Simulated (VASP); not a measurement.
The system is Ta4Ag.

```
CELL_PARAMETERS angstrom
4.52863 0.00000 0.00000
0.00000 4.52863 0.00000
0.00000 0.00000 4.52863
ATOMIC_POSITIONS crystal
Ta 0.00000 0.50000 0.50000
Ta 0.50000 0.00000 0.50000
Ta 0.50000 0.50000 0.00000
Ta 0.00000 0.00000 0.00000
Ag 0.50000 0.50000 0.50000
```

| Quantity | Value |
| --- | --- |
| Program | VASP 6.6.1 |
| Task | relaxation of cell and atoms |
| Functional | PBE |
| Potentials or basis | VASP PAW PBE potentials, release 64 (Ta_pv, Ag) |
| Cutoff | 500 eV |
| k mesh | 4 × 4 × 4 |
| Occupations | gaussian, width 0.1 eV |
| Spin | no spin polarisation |

At the start: pressure 41.7 GPa; volume 18.58 Å³/atom.

Q: How do energy, volume and symmetry change on relaxing?

A: Over 5 steps the energy falls by 438.2 meV/atom and the volume is 22.56 Å³/atom (+21.5 %); space group Pm-3m (No. 221, to 0.05 Å).

Step by step:
```
step  energy change (eV)  largest force (eV/Å)  pressure (GPa)  volume (Å³)
   1              0.0000                0.0000           41.66        92.88
   2              4.3419                0.0000          -22.40       174.11
   3             -2.1523                0.0000           -3.74       116.04
   4             -2.1888                0.0000           -0.89       113.55
   5             -2.1909                0.0000            0.01       112.81
```

Final structure:
```yaml
crystal:
  lattice:
    - [4.83188, 0.00000, 0.00000]
    - [0.00000, 4.83188, 0.00000]
    - [0.00000, 0.00000, 4.83188]
  atoms:
    - { symbol: Ta, position: [0.00000, 0.50000, 0.50000] }
    - { symbol: Ta, position: [0.50000, 0.00000, 0.50000] }
    - { symbol: Ta, position: [0.50000, 0.50000, 0.00000] }
    - { symbol: Ta, position: [0.00000, 0.00000, 0.00000] }
    - { symbol: Ag, position: [0.50000, 0.50000, 0.50000] }
```

Caveat: the volume moved by over 15 % at a fixed basis, so the end points are rough.
